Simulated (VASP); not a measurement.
# Cu (I4_1/amd) in VASP: relaxation of shape and atoms at fixed volume with PBE

Aim: the relaxation of shape and atoms at fixed volume of Cu with PBE.

Program: VASP 6.6.1. These are calculated values, not measurements. Logs are shortened: lines on timing, memory, paths and dates and some standing lists are left out, and cuts for length are marked.

## Step 1: The cell of the first run

Symmetry: I4_1/amd, No. 141, tetragonal system. Conventional cell: a = 4.381 Å, b = 4.381 Å, c = 2.309 Å, α = 90.00°, β = 90.00°, γ = 90.00°. Cu (site symmetry -4m2) has 10 Cu at 2.27 to 2.79 Å within 3.0 Å.

## Step 2: Relaxation of shape and atoms at fixed volume, PBE

Contents of INCAR:

```
SYSTEM = Cu
ALGO     = Normal         ! electronic algorithm
EDIFF    = 1E-6           ! SCF threshold, eV
EDIFFG   = -0.005         ! ionic threshold
ENCUT    = 600            ! plane-wave cutoff, eV
GGA      = PE             ! functional
IBRION   = 2              ! ionic algorithm
ISIF     = 4              ! what is computed and relaxed
ISMEAR   = -1             ! smearing method
LASPH    = .TRUE.         ! aspherical terms in the spheres
LCHARG   = .FALSE.        ! write CHGCAR
LREAL    = .FALSE.        ! projectors in reciprocal space
LWAVE    = .FALSE.        ! write WAVECAR
NELM     = 80             ! most SCF steps
NSW      = 50             ! ionic steps
PREC     = Accurate       ! precision mode
SIGMA    = 0.05           ! smearing width, eV
```

Contents of KPOINTS:

```
k-points
0
G
  17 17 17
  0 0 0
```

Contents of POSCAR:

```
Cu
1.0
   -2.1905527624      2.1905527624      1.1543042427
    2.1905527624     -2.1905527624      1.1543042427
    2.1905527624      2.1905527624     -1.1543042427
Cu
2
Direct
   -0.3750000000     -0.1250000000     -0.2500000000
    0.3750000000      0.1250000000      0.2500000000
```

Potentials or basis: VASP PAW PBE potentials, release 64 (Cu).

Command:

```bash
> cat potpaw_PBE.64/Cu/POTCAR > POTCAR
> mpirun -np 1 vasp_std > vasp.out
```

OUTCAR:

```text
SYSTEM = Cu
   EDIFF = 1E-6
   EDIFFG = -0.005
   ENCUT = 600
   GGA = PE
   IBRION = 2
   ISIF = 4
   ISMEAR = -1
   LASPH = .TRUE.
   LREAL = .FALSE.
   NELM = 80
   NSW = 50
   PREC = Accurate

 ion  position               nearest neighbor table
   1  0.625  0.875  0.750-   2 2.27   2 2.27   2 2.27   2 2.27   2 2.79   2 2.79   2 2.79   2 2.79

   2  0.375  0.125  0.250-   1 2.27   1 2.27   1 2.27   1 2.27   1 2.79   1 2.79   1 2.79   1 2.79

  LATTYP: Found a body centered tetragonal cell.
 ALAT       =     4.3811055248
 C/A-ratio  =     0.5269465600

  Lattice vectors:

 A1 = (  -2.1905527624,   2.1905527624,   1.1543042427)
 A2 = (   2.1905527624,  -2.1905527624,   1.1543042427)
 A3 = (   2.1905527624,   2.1905527624,  -1.1543042427)

Analysis of symmetry for initial positions (statically):
=====================================================================
 Subroutine PRICEL returns:
 Original cell was already a primitive cell.

 Routine SETGRP: Setting up the symmetry group for a
 body centered tetragonal supercell.

 Subroutine GETGRP returns: Found 16 space group operations
 (whereof  4 operations were pure point group operations)
 out of a pool of 16 trial point group operations.

The static configuration has the point symmetry C_2h.
 The point group associated with its full space group is D_4h.

Analysis of symmetry for dynamics (positions and initial velocities):
=====================================================================
 Subroutine PRICEL returns:
 Original cell was already a primitive cell.

 Routine SETGRP: Setting up the symmetry group for a
 body centered tetragonal supercell.

 Subroutine GETGRP returns: Found 16 space group operations
 (whereof  4 operations were pure point group operations)
 out of a pool of 16 trial point group operations.

The dynamic configuration has the point symmetry C_2h.
 The point group associated with its full space group is D_4h.

 Subroutine INISYM returns: Found 16 space group operations
 (whereof  4 operations are pure point group operations),
 and found     1 'primitive' translations

----------------------------------------------------------------------------------------

                                     Primitive cell

  volume of cell :      22.1558

  direct lattice vectors                    reciprocal lattice vectors
    -2.190552762  2.190552762  1.154304243     0.000000000  0.228252891  0.433161364
     2.190552762 -2.190552762  1.154304243     0.228252891  0.000000000  0.433161364
     2.190552762  2.190552762 -1.154304243     0.228252891  0.228252891  0.000000000

  length of vectors
     3.305973547  3.305973547  3.305973547     0.489620413  0.489620413  0.322798334

  position of ions in fractional coordinates (direct lattice)
     0.625000000  0.875000000  0.750000000
     0.375000000  0.125000000  0.250000000

  ion indices of the primitive-cell ions
   primitive index   ion index
                 1           1
                 2           2

----------------------------------------------------------------------------------------

 KPOINTS: k-points

Automatic generation of k-mesh.
 Grid dimensions read from file:
 generate k-points for:   17   17   17

 Generating k-lattice:

  Cartesian coordinates                     Fractional coordinates (reciprocal lattice)
     0.000000000  0.013426641  0.025480080     0.058823529  0.000000000 -0.000000000
     0.013426641  0.000000000  0.025480080     0.000000000  0.058823529 -0.000000000
     0.013426641  0.013426641  0.000000000     0.000000000  0.000000000  0.058823529

  Length of vectors
     0.028801201  0.028801201  0.018988137

  Shift w.r.t. Gamma in fractional coordinates (k-lattice)
     0.000000000  0.000000000  0.000000000

 Subroutine IBZKPT returns following result:
 ===========================================

 Found    405 irreducible k-points:

 Following reciprocal coordinates:
            Coordinates               Weight
  0.000000  0.000000  0.000000      1.000000
  0.058824  0.000000  0.000000      8.000000
  0.117647  0.000000 -0.000000      8.000000
  0.176471  0.000000 -0.000000      8.000000
  0.235294  0.000000 -0.000000      8.000000
  0.294118  0.000000 -0.000000      8.000000
[... 16 lines left out ...]
 -0.176471  0.058824  0.000000     16.000000
 -0.117647  0.058824  0.000000     16.000000
 [... further k-points ...]
   k-points           NKPTS =    405   k-points in BZ     NKDIM =    405   number of bands    NBANDS=     15
   number of dos      NEDOS =    301   number of ions     NIONS =      2
   total plane-waves  NPLWV =  21952
   dimension x,y,z NGX =    28 NGY =   28 NGZ =   28
   dimension x,y,z NGXF=    56 NGYF=   56 NGZF=   56
   ions per type =               2
   NGX,Y,Z   is equivalent  to a cutoff of  14.08, 14.08, 14.08 a.u.
   NGXF,Y,Z  is equivalent  to a cutoff of  28.16, 28.16, 28.16 a.u.
 SYSTEM =  Cu
   PREC   = accura    normal or accurate (medium, high low for compatibility)
   ISTART =      0    job   : 0-new  1-cont  2-samecut
   ICHARG =      2    charge: 1-file 2-atom 10-const
   ISPIN  =      1    spin polarized calculation?
   LNONCOLLINEAR =      F non collinear calculations
   LSORBIT =      F    spin-orbit coupling
   LASPH  =      T    aspherical Exc in radial PAW
   ENCUT  =  600.0 eV  44.10 Ry    6.64 a.u.   6.60  6.60  6.60*2*pi/ulx,y,z
   NELM   =     80;   NELMIN=  2; NELMDL= -5     # of ELM steps
   EDIFF  = 0.1E-05   stopping-criterion for ELM
   LREAL  =      F    real-space projection
   EDIFFG = -.5E-02   stopping-criterion for IOM
   NSW    =     50    number of steps for IOM
   IBRION =      2    ionic relax: 0-MD 1-quasi-New 2-CG
   NFREE  =      1    steps in history (QN), initial steepest desc. (CG)
   ISIF   =      4    stress and relaxation
   ISYM   =      2    0-nonsym 1-usesym 2-fastsym
   POTIM  = 0.5000    time-step for ionic-motion
   TEBEG  =    0.0;   TEEND  =   0.0 temperature during run
   PSTRESS=    0.0 pullay stress
   NELECT =      22.0000    total number of electrons
   NUPDOWN=      -1.0000    fix difference up-down
   EMIN   =  10.00;   EMAX   =-10.00  energy-range for DOS
   EFERMI =   0.00;   METHOD = LEGACY
   ISMEAR =    -1;   SIGMA  =   0.05  broadening in eV -4-tet -1-fermi 0-gaus
   EFERMI_NEDOS =   21; number of points for ismear=-14 and -15
   IALGO  =     38    algorithm
   IMIX   =      4    mixing-type and parameters
     AMIX     =   0.40;   BMIX     =  1.00
     AMIX_MAG =   1.60;   BMIX_MAG =  1.00
  volume/ion in A,a.u.               =      11.08        74.76
  Fermi-wavevector in a.u.,A,eV,Ry     =   1.633252  3.086398 36.293698  2.667512
  Thomas-Fermi vector in A             =   2.725088
   LORBIT       =      0    0 simple, 1 ext, 2 COOP (PROOUT), +10 PAW based schemes
   GGA     = PE    functional components
   LHFCALC =     F    Hartree Fock is set to
   AEXX    =    0.0000 exact exchange contribution
   IVDW    =     0    specifies the selected vdW correction
   LEPSILON=     F    determine dielectric tensor
   LRPA    =     F    only Hartree local field effects (RPA)
 conjugate gradient relaxation of ions
 non-spin polarized calculation
  energy-cutoff  :      600.00
  volume of cell :       22.16
 maximum number of plane-waves:       761
   NGX = 13   NGY = 13   NGZ = 13

--------------------------------------- Ionic step        1  -------------------------------------------

 number of electron      22.0000005 magnetization

 Free energy of the ion-electron system (eV)
  ---------------------------------------------------
  ext. energy  EPLUGINS =         0.00000000
  ---------------------------------------------------
  free energy    TOTEN  =        -6.45956870 eV

  energy without entropy =       -6.45417373  energy(sigma->0) =       -6.45687121

------------------------ aborting loop because EDIFF is reached ----------------------------------------

  FORCE on cell =-STRESS in cart. coord.  units (eV):
  Direction    XX          YY          ZZ          XY          YZ          ZX
  --------------------------------------------------------------------------------------
  -------------------------------------------------------------------------------------
  Total        4.2300896      4.2300896      4.5539285     -0.0000000     -0.0000000      0.0000000
  in kB      305.8950328    305.8950328    329.3131483     -0.0000000     -0.0000000      0.0000000
  external PRESSURE =     313.7010713 kB  Pullay stress =       0.0000000 kB
[... 57 lines left out ...]
  energy  without entropy=       -6.4548910599  energy(sigma->0) =       -6.45752815

--------------------------------------- Ionic step        3  -------------------------------------------

 number of electron      22.0000009 magnetization

 Free energy of the ion-electron system (eV)
  ---------------------------------------------------
  ext. energy  EPLUGINS =         0.00000000
  ---------------------------------------------------
  free energy    TOTEN  =        -6.46021786 eV

  energy without entropy =       -6.45491584  energy(sigma->0) =       -6.45756685

 E-fermi :   8.3708     XC(G=0): -13.0465

 val. band max:        8.3698206933   @ k =  -0.3529   0.3529   0.2353
 cond. band min:       8.3708667278   @ k =   0.4706   0.2941   0.0588
 fundamental gap:      0.0010460345
 Fermi energy:         8.3708252732

 k-point     1 :       0.0000    0.0000    0.0000
  band No.  band energies     occupation
      1      -1.3810      2.00000
      2       3.0475      2.00000
      3       3.8125      2.00000
      4       4.0067      2.00000
      5       4.3879      2.00000
      6       6.1677      2.00000
      7       6.1677      2.00000
      8       6.1990      2.00000
      9       6.1990      2.00000
     10       6.8401      2.00000
     11       7.3362      2.00000
     12      13.5468      0.00000
     13      13.5468      0.00000
     14      19.8324      0.00000
     15      20.2768      0.00000
[... 397 lines left out ...]
 k-point    24 :      -0.1176    0.0588    0.0000
  band No.  band energies     occupation
      1      -1.1341      2.00000
      2       3.1332      2.00000
      3       3.8336      2.00000
      4       4.0878      2.00000
      5       4.4137      2.00000
      6       6.0064      2.00000
      7       6.0323      2.00000
      8       6.2164      2.00000
      9       6.2448      2.00000
     10       6.7959      2.00000
     11       7.2068      2.00000
     12      12.8458      0.00000
     13      13.8720      0.00000
     14      20.2185      0.00000
     15      21.2604      0.00000

 [... further k-points ...]

------------------------ aborting loop because EDIFF is reached ----------------------------------------

  FORCE on cell =-STRESS in cart. coord.  units (eV):
  Direction    XX          YY          ZZ          XY          YZ          ZX
  --------------------------------------------------------------------------------------
  -------------------------------------------------------------------------------------
  Total        4.3060295      4.3060295      4.3089249     -0.0000000      0.0000000      0.0000000
  in kB      311.3865564    311.3865564    311.5959390     -0.0000000      0.0000000      0.0000000
  external PRESSURE =     311.4563506 kB  Pullay stress =       0.0000000 kB
[... 17 lines left out ...]
  FREE ENERGIE OF THE ION-ELECTRON SYSTEM (eV)
  ---------------------------------------------------
  free  energy   TOTEN  =        -6.4602178626 eV

  energy  without entropy=       -6.4549158443  energy(sigma->0) =       -6.45756685

 reached required accuracy - stopping structural energy minimisation
```

Run time: 5.3 min. Hardware: 1 thread of Oxide Virtual Turin-like, shared host; peak memory 0.23 GiB.

What came out:

```
Free energy               : -6.4602 eV
Energy gained by relaxing : 0.3 meV/atom
Ionic steps               : 3
Pressure after relaxing   : 31.1 GPa
Band gap on the k mesh    : zero (bands 11 and 12 overlap by 4.78 eV)
```

Step by step:
```csv
step,energy change (eV),largest force (eV/Å),pressure (GPa),volume (Å³)
1,0.0000,0.0000,31.37,22.16
2,-0.0006,0.0000,31.30,22.16
3,-0.0006,0.0000,31.15,22.16
```

Final structure:
```yaml
crystal:
  lattice:
    - [-2.18611, 2.18611, 1.15900]
    - [2.18611, -2.18611, 1.15900]
    - [2.18611, 2.18611, -1.15900]
  atoms:
    - { symbol: Cu, position: [0.62500, 0.87500, 0.75000] }
    - { symbol: Cu, position: [0.37500, 0.12500, 0.25000] }
```
